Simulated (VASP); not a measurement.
# CuO (zincblende type) in VASP: further runs, part 2 of 2

VASP 6.6.1.

### 3 Electric field gradients, PBE (x and y stretched by -2 %, z held)

INCAR reads:

```
  PREC = Accurate
  ENCUT = 520
  EDIFF = 1E-8
  ISMEAR = -1
  SIGMA = 0.05
  LREAL = False
  LASPH = True
  NELM = 60
  ALGO = Normal
  ISIF = 2
  LWAVE = False
  LCHARG = False
  GGA = PE
  LEFG = True
  NBANDS = 16
```

KPOINTS reads:

```
Automatic mesh
0
Gamma
  16 16 16
```

POSCAR reads:

```
CuO
1.0
    0.0000000000      2.2165655752      2.2618016073
    2.2165655752      0.0000000000      2.2618016073
    2.2165655752      2.2165655752      0.0000000000
Cu O
1 1
Direct
    0.0000000000      0.0000000000      0.0000000000
    0.2500000000      0.2500000000      0.2500000000
```

Potentials or basis: VASP PAW PBE potentials, release 64 (Cu, O).

Run with:

```sh
$ cat potpaw_PBE.64/Cu/POTCAR potpaw_PBE.64/O/POTCAR > POTCAR
$ mpirun -np 1 vasp_std > vasp.out
```

OUTCAR:

```text
PREC = Accurate
   ENCUT = 520
   EDIFF = 1E-8
   ISMEAR = -1
   LREAL = False
   LASPH = True
   NELM = 60
   ISIF = 2
   GGA = PE

 ion  position               nearest neighbor table
   1  0.000  0.000  0.000-   2 1.93   2 1.93   2 1.93   2 1.93
   2  0.250  0.250  0.250-   1 1.93   1 1.93   1 1.93   1 1.93

  LATTYP: Found a body centered tetragonal cell.
 ALAT       =     3.1346970983
 C/A-ratio  =     1.4430750636

  Lattice vectors:

 A1 = (  -2.2165655752,   0.0000000000,   2.2618016073)
 A2 = (   2.2165655752,   0.0000000000,   2.2618016073)
[... 667 lines left out ...]
  ---------------------------------------------------
  free  energy   TOTEN  =        -9.5444144956 eV

  energy  without entropy=       -9.5247484648  energy(sigma->0) =       -9.53458148

 Electric field gradients (V/A^2)
---------------------------------------------------------------------
 ion       V_xx      V_yy      V_zz      V_xy      V_xz      V_yz
---------------------------------------------------------------------
   1      -0.903    -0.903     1.807     0.003     0.001     0.001
   2      -0.578    -0.578     1.155     0.000     0.000     0.000
---------------------------------------------------------------------

 Electric field gradients after diagonalization (V/A^2)
 (convention: |V_zz| > |V_xx| > |V_yy|)
----------------------------------------------------------------------
 ion       V_xx      V_yy      V_zz     asymmetry (V_yy - V_xx)/ V_zz
----------------------------------------------------------------------
   1      -0.907    -0.900     1.807       0.004
   2      -0.578    -0.577     1.155       0.000
----------------------------------------------------------------------

           NMR quadrupolar parameters

 Cq : quadrupolar parameter    Cq=e*Q*V_zz/h
 eta: asymmetry parameters     (V_yy - V_xx)/ V_zz
 Q  : nuclear electric quadrupole moment in mb (millibarn)
----------------------------------------------------------------------
 ion       Cq(MHz)       eta       Q (mb)
----------------------------------------------------------------------
   1       0.004       0.004       1.000
   2       0.003       0.000       1.000
----------------------------------------------------------------------
```

OSZICAR:

```text
N       E                     dE             d eps       ncg     rms          rms(c)
DAV:   1     0.928531222760E+02    0.92853E+02   -0.82747E+03 12040   0.155E+03
DAV:   2    -0.701001830501E+01   -0.99863E+02   -0.88960E+02 11928   0.283E+02
DAV:   3    -0.125023140688E+02   -0.54923E+01   -0.52348E+01 13992   0.680E+01
DAV:   4    -0.125656410070E+02   -0.63327E-01   -0.63296E-01 12680   0.715E+00
DAV:   5    -0.125667382432E+02   -0.10972E-02   -0.10972E-02 15384   0.100E+00    0.120E+01
DAV:   6    -0.112642521894E+02    0.13025E+01   -0.18509E+01 12736   0.117E+02    0.940E+00
DAV:   7    -0.955656330295E+01    0.17077E+01   -0.61041E+00 14112   0.925E+01    0.165E+00
DAV:   8    -0.956659122261E+01   -0.10028E-01   -0.36191E-01 12088   0.533E+00    0.110E+00
DAV:   9    -0.954653445794E+01    0.20057E-01   -0.40670E-02 19352   0.522E+00    0.423E-01
DAV:  10    -0.954434581223E+01    0.21886E-02   -0.66545E-03 17312   0.178E+00    0.185E-01
DAV:  11    -0.954434069076E+01    0.51215E-05   -0.13703E-03 15264   0.383E-01    0.447E-02
DAV:  12    -0.954441567962E+01   -0.74989E-04   -0.97579E-05 15136   0.132E-01    0.571E-02
DAV:  13    -0.954441480473E+01    0.87489E-06   -0.56061E-05 14016   0.882E-02    0.866E-03
DAV:  14    -0.954441459256E+01    0.21218E-06   -0.28613E-06 13104   0.140E-02    0.461E-03
DAV:  15    -0.954441450836E+01    0.84191E-07   -0.31758E-07 14576   0.681E-03    0.117E-03
DAV:  16    -0.954441449747E+01    0.10897E-07   -0.42477E-08 16512   0.226E-03    0.120E-04
DAV:  17    -0.954441449555E+01    0.19161E-08   -0.77652E-10  7488   0.397E-04
   1 F= -.95444145E+01 E0= -.95345815E+01  d E =-.196660E-01
```

Wall time 53 s (1 thread of Intel Xeon 6975P-C (Granite Rapids), shared host); peak memory 0.23 GiB.

Results:

| Item | Value |
| --- | --- |
| Free energy | -9.5444 eV |
| Pressure | 6.9 GPa |

Electric field gradients, principal values (V/Å²):
```
atom   least  middle  greatest (by size)
1 Cu  -0.900  -0.907               1.807
 2 O  -0.577  -0.578               1.155
```

Caveat: the cell differs from its parent crystal (x and y stretched by -2 %, z held); without QUAD_EFG the Cq values of the log hold for a quadrupole moment of 1 mb, not for the nuclei; an odd number of electrons without spin polarisation forces a metal; a magnetic or distorted state may lie lower; semilocal functionals often make such compounds metallic where correlation or magnetic order opens a gap, which also shifts bond lengths.

### 4 Electric field gradients, PBE (x and y stretched by +3 %, z held)

INCAR reads:

```
ALGO = Normal ; EDIFF = 1E-8
ENCUT = 520 ; GGA = PE
ISIF = 2 ; ISMEAR = -1
LASPH = T ; LCHARG = F
LEFG = T ; LREAL = F
LWAVE = F ; NBANDS = 16
NELM = 100 ; PREC = Accurate
SIGMA = 0.05
```

KPOINTS reads:

```
k-points
0
Gamma
  16 16 16
```

POSCAR reads:

```
CuO
1.0
    0.0000000000      2.3296556555      2.2618016073
    2.3296556555      0.0000000000      2.2618016073
    2.3296556555      2.3296556555      0.0000000000
Cu O
1 1
Direct
    0.0000000000      0.0000000000      0.0000000000
    0.2500000000      0.2500000000      0.2500000000
```

Potentials or basis: VASP PAW PBE potentials, release 64 (Cu, O).

Run with:

```sh
$ cat potpaw_PBE.64/Cu/POTCAR potpaw_PBE.64/O/POTCAR > POTCAR
$ mpirun -np 1 vasp_std > vasp.out
```

OUTCAR:

```text
EDIFF = 1E-8
   ENCUT = 520
   GGA = PE
   ISIF = 2
   ISMEAR = -1
   LASPH = T
   LREAL = F
   NELM = 100
   PREC = Accurate

 ion  position               nearest neighbor table
   1  0.000  0.000  0.000-   2 2.00   2 2.00   2 2.00   2 2.00
   2  0.250  0.250  0.250-   1 2.00   1 2.00   1 2.00   1 2.00

  LATTYP: Found a body centered tetragonal cell.
 ALAT       =     3.2946306237
 C/A-ratio  =     1.3730228761

  Lattice vectors:

 A1 = (   0.0000000000,  -2.3296556555,  -2.2618016073)
 A2 = (   0.0000000000,   2.3296556555,  -2.2618016073)
 A3 = (   2.3296556555,   0.0000000000,   2.2618016073)

Analysis of symmetry for initial positions (statically):
=====================================================================
 Subroutine PRICEL returns:
 Original cell was already a primitive cell.

 Routine SETGRP: Setting up the symmetry group for a
 body centered tetragonal supercell.

 Subroutine GETGRP returns: Found  8 space group operations
 (whereof  8 operations were pure point group operations)
 out of a pool of 16 trial point group operations.

The static configuration has the point symmetry D_2d.

Analysis of symmetry for dynamics (positions and initial velocities):
=====================================================================
 Subroutine PRICEL returns:
 Original cell was already a primitive cell.

 Routine SETGRP: Setting up the symmetry group for a
 body centered tetragonal supercell.

 Subroutine GETGRP returns: Found  8 space group operations
 (whereof  8 operations were pure point group operations)
 out of a pool of 16 trial point group operations.

The dynamic configuration has the point symmetry D_2d.

 Subroutine INISYM returns: Found  8 space group operations
 (whereof  8 operations are pure point group operations),
 and found     1 'primitive' translations

----------------------------------------------------------------------------------------

                                     Primitive cell

  volume of cell :      24.5509

  direct lattice vectors                    reciprocal lattice vectors
     0.000000000  2.329655655  2.261801607    -0.214623993  0.214623993  0.221062713
     2.329655655  0.000000000  2.261801607     0.214623993 -0.214623993  0.221062713
     2.329655655  2.329655655  0.000000000     0.214623993  0.214623993 -0.221062713

  length of vectors
     3.247005079  3.247005079  3.294630624     0.375493862  0.375493862  0.375493862

  position of ions in fractional coordinates (direct lattice)
     0.000000000  0.000000000  0.000000000
     0.250000000  0.250000000  0.250000000

  ion indices of the primitive-cell ions
   primitive index   ion index
                 1           1
                 2           2

----------------------------------------------------------------------------------------

 KPOINTS: k-points

Automatic generation of k-mesh.
 Grid dimensions read from file:
 generate k-points for:   16   16   16

 Generating k-lattice:

[... 63 lines left out ...]
   EDIFFG = 0.1E-06   stopping-criterion for IOM
   NSW    =      0    number of steps for IOM
   IBRION =     -1    ionic relax: 0-MD 1-quasi-New 2-CG
   NFREE  =      0    steps in history (QN), initial steepest desc. (CG)
   ISIF   =      2    stress and relaxation
   ISYM   =      2    0-nonsym 1-usesym 2-fastsym
   POTIM  = 0.5000    time-step for ionic-motion
   TEBEG  =    0.0;   TEEND  =   0.0 temperature during run
   PSTRESS=    0.0 pullay stress
   NELECT =      17.0000    total number of electrons
   NUPDOWN=      -1.0000    fix difference up-down
   EMIN   =  10.00;   EMAX   =-10.00  energy-range for DOS
   EFERMI =   0.00;   METHOD = LEGACY
   ISMEAR =    -1;   SIGMA  =   0.05  broadening in eV -4-tet -1-fermi 0-gaus
   EFERMI_NEDOS =   21; number of points for ismear=-14 and -15
   IALGO  =     38    algorithm
   IMIX   =      4    mixing-type and parameters
     AMIX     =   0.40;   BMIX     =  1.00
     AMIX_MAG =   1.60;   BMIX_MAG =  1.00
  volume/ion in A,a.u.               =      12.28        82.84
  Fermi-wavevector in a.u.,A,eV,Ry     =   1.448333  2.736953 28.540520  2.097669
  Thomas-Fermi vector in A             =   2.566186
   LORBIT       =      0    0 simple, 1 ext, 2 COOP (PROOUT), +10 PAW based schemes
   GGA     = PE    functional components
   LHFCALC =     F    Hartree Fock is set to
   AEXX    =    0.0000 exact exchange contribution
   IVDW    =     0    specifies the selected vdW correction
   LEPSILON=     F    determine dielectric tensor
   LRPA    =     F    only Hartree local field effects (RPA)
 non-spin polarized calculation
  energy-cutoff  :      520.00
  volume of cell :       24.55
 maximum number of plane-waves:       676
   NGX = 13   NGY = 13   NGZ = 13

 number of electron      17.0000004 magnetization

 Free energy of the ion-electron system (eV)
  ---------------------------------------------------
  ext. energy  EPLUGINS =         0.00000000
  ---------------------------------------------------
  free energy    TOTEN  =        -9.53970068 eV

  energy without entropy =       -9.51749150  energy(sigma->0) =       -9.52859609

 E-fermi :   3.3470     XC(G=0): -10.7172

 val. band max:        3.3468993766   @ k =   0.4375   0.1875   0.0625
 cond. band min:       3.3482839100   @ k =  -0.0625   0.1250   0.0625
 fundamental gap:      0.0013845334
 Fermi energy:         3.3470043940

 k-point     1 :       0.0000    0.0000    0.0000
  band No.  band energies     occupation
      1     -15.1017      2.00000
      2      -1.1750      2.00000
      3      -1.1750      2.00000
      4      -1.1370      2.00000
      5       1.4215      2.00000
      6       1.4846      2.00000
[... 433 lines left out ...]
      3      -1.1484      2.00000
      4      -1.1056      2.00000
      5       1.4017      2.00000
      6       1.4843      2.00000
[... 8 lines left out ...]
     15      22.4011      0.00000
     16      24.6261      0.00000

 [... further k-points ...]
[... 5 lines left out ...]
  --------------------------------------------------------------------------------------
  -------------------------------------------------------------------------------------
  Total       -1.0478272     -1.0478272     -0.9340627      0.0000000      0.0000000     -0.0000000
  in kB      -68.3804998    -68.3804998    -60.9563055      0.0000000      0.0000000     -0.0000000
  external PRESSURE =     -65.9057684 kB  Pullay stress =       0.0000000 kB

 VOLUME and BASIS-vectors are now :
 -----------------------------------------------------------------------------
  energy-cutoff  :      520.00
  volume of cell :       24.55
      direct lattice vectors                 reciprocal lattice vectors
     0.000000000  2.329655655  2.261801607    -0.214623993  0.214623993  0.221062713
     2.329655655  0.000000000  2.261801607     0.214623993 -0.214623993  0.221062713
     2.329655655  2.329655655  0.000000000     0.214623993  0.214623993 -0.221062713

 POSITION                                       TOTAL-FORCE (eV/Angst)
 -----------------------------------------------------------------------------------
      0.00000      0.00000      0.00000        -0.000000     -0.000000      0.000000
      1.16483      1.16483      1.13090         0.000000      0.000000     -0.000000
 -----------------------------------------------------------------------------------
    total drift:                               -0.000009     -0.000009     -0.000005

  FREE ENERGIE OF THE ION-ELECTRON SYSTEM (eV)
  ---------------------------------------------------
  free  energy   TOTEN  =        -9.5397006774 eV

  energy  without entropy=       -9.5174914979  energy(sigma->0) =       -9.52859609

 Electric field gradients (V/A^2)
---------------------------------------------------------------------
 ion       V_xx      V_yy      V_zz      V_xy      V_xz      V_yz
---------------------------------------------------------------------
   1       1.673     1.673    -3.346    -0.000    -0.002    -0.002
   2       0.786     0.786    -1.572     0.001     0.004     0.004
---------------------------------------------------------------------

 Electric field gradients after diagonalization (V/A^2)
 (convention: |V_zz| > |V_xx| > |V_yy|)
----------------------------------------------------------------------
 ion       V_xx      V_yy      V_zz     asymmetry (V_yy - V_xx)/ V_zz
----------------------------------------------------------------------
   1       1.673     1.673    -3.346       0.000
   2       0.787     0.786    -1.572       0.001
----------------------------------------------------------------------

           NMR quadrupolar parameters

 Cq : quadrupolar parameter    Cq=e*Q*V_zz/h
 eta: asymmetry parameters     (V_yy - V_xx)/ V_zz
 Q  : nuclear electric quadrupole moment in mb (millibarn)
----------------------------------------------------------------------
 ion       Cq(MHz)       eta       Q (mb)
----------------------------------------------------------------------
   1      -0.008       0.000       1.000
   2      -0.004       0.001       1.000
----------------------------------------------------------------------
```

OSZICAR:

```text
N       E                     dE             d eps       ncg     rms          rms(c)
DAV:   1     0.934658738757E+02    0.93466E+02   -0.81320E+03 12016   0.150E+03
DAV:   2    -0.674950495152E+01   -0.10022E+03   -0.88670E+02 11992   0.277E+02
DAV:   3    -0.125358774385E+02   -0.57864E+01   -0.55148E+01 13888   0.682E+01
DAV:   4    -0.126075925683E+02   -0.71715E-01   -0.71681E-01 12928   0.748E+00
DAV:   5    -0.126089142947E+02   -0.13217E-02   -0.13217E-02 15144   0.107E+00    0.120E+01
DAV:   6    -0.116572779150E+02    0.95164E+00   -0.20470E+01 12792   0.116E+02    0.105E+01
DAV:   7    -0.954617865330E+01    0.21111E+01   -0.69934E+00 14312   0.915E+01    0.162E+00
DAV:   8    -0.956259785648E+01   -0.16419E-01   -0.42900E-01 11744   0.561E+00    0.108E+00
DAV:   9    -0.954258352880E+01    0.20014E-01   -0.47068E-02 19640   0.504E+00    0.488E-01
DAV:  10    -0.953971326106E+01    0.28703E-02   -0.70909E-03 17360   0.174E+00    0.243E-01
DAV:  11    -0.953961141154E+01    0.10185E-03   -0.22339E-03 12952   0.446E-01    0.503E-02
DAV:  12    -0.953965735673E+01   -0.45945E-04   -0.64046E-05 16168   0.127E-01    0.531E-02
DAV:  13    -0.953970243574E+01   -0.45079E-04   -0.65317E-05 14208   0.101E-01    0.128E-02
DAV:  14    -0.953970096149E+01    0.14743E-05   -0.23184E-06 16840   0.256E-02    0.671E-03
DAV:  15    -0.953970068004E+01    0.28145E-06   -0.15550E-06 13456   0.117E-02    0.320E-04
DAV:  16    -0.953970067740E+01    0.26389E-08   -0.22927E-08 14072   0.168E-03
   1 F= -.95397007E+01 E0= -.95285961E+01  d E =-.222092E-01
```

Wall time 64 s (1 thread of Intel Xeon 6975P-C (Granite Rapids), shared host); peak memory 0.25 GiB.

What came out:

```yaml
Free_energy: -9.5397 eV
Pressure: -6.6 GPa
```

Electric field gradients, principal values (V/Å²):
| atom | least | middle | greatest (by size) |
| --- | --- | --- | --- |
| 1 Cu | 1.673 | 1.673 | -3.346 |
| 2 O | 0.786 | 0.787 | -1.572 |

Caveat: the cell differs from its parent crystal (x and y stretched by +3 %, z held); without QUAD_EFG the Cq values of the log hold for a quadrupole moment of 1 mb, not for the nuclei; an odd number of electrons without spin polarisation forces a metal; a magnetic or distorted state may lie lower; semilocal functionals often make such compounds metallic where correlation or magnetic order opens a gap, which also shifts bond lengths.

### 5 Summary

```csv
cell,k mesh,gap on the mesh (eV),pressure (GPa)
"a = 3.199 Å, angles 60.0°, 2 atoms",22 × 22 × 22,none,0.7
"a = 3.167, b = 3.167, c = 3.135 Å, angles 60.3, 60.3, 59.3°, 2 atoms",16 × 16 × 16,none,6.9
"a = 3.247, b = 3.247, c = 3.295 Å, angles 59.5, 59.5, 61.0°, 2 atoms",16 × 16 × 16,none,-6.6
```

Alike in all rows: task electric field gradients; level PBE; potentials or basis VASP PAW PBE potentials, release 64 (Cu, O); no spin polarisation; cutoff (eV) 520; smearing fermi-dirac 0.05 eV.

Caveats: an odd number of electrons without spin polarisation forces a metal; a magnetic or distorted state may lie lower; semilocal functionals often make such compounds metallic where correlation or magnetic order opens a gap, which also shifts bond lengths.

Total energies depend on the potentials used, so only differences within one code and one set of settings carry meaning.
